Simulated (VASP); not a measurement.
**Ni: single point with BLYP**

The system is Ni.

```
Ni
1.0
     2.36694    0.00000    0.00000
     0.00000    2.36694    0.00000
     0.00000    0.00000    2.36694
Ni
1
Direct
  0.00000 0.00000 0.00000
```

This isn't the form of Ni at room conditions, which is fcc.

* Program: VASP 6.6.1
* Task: single point
* Functional: BLYP
* Potentials or basis: VASP PAW PBE potentials, release 64 (Ni)
* Cutoff: 600 eV
* k mesh: 15 × 15 × 15
* Occupations: fermi-dirac, width 0.1 eV
* Spin: no spin polarisation
* Dipole correction: no
* Further INCAR settings: ALGO = Normal; EDIFF = 1e-06; NBANDS = 11

| Item | Value |
| --- | --- |
| Pressure | -0.1 GPa |
| Band gap on the k mesh | zero (bands 5 and 6 overlap by 1.12 eV) |

Levels at points of the mesh, in eV from the Fermi level:
```
           k point  band 2  band 3  band 4  band 5  band 6  band 7  band 8  band 9
(0.00, 0.00, 0.00)   -3.06   -3.06    0.02    0.02    0.02   18.94   18.94   18.94
```

Wall time 12 s on 1 thread of Intel(R) Xeon(R) Platinum 8375C CPU @ 2.90GHz (Ice Lake), with other jobs on the host, peak memory 0.13 GiB.

Caveat: the PAW data sets were made with another functional, which shifts forces and pressure a little; the run has no spin polarisation, though such a crystal can be magnetic. Spin polarisation is off, so any magnetic state and its effect on volume and gap are missing.
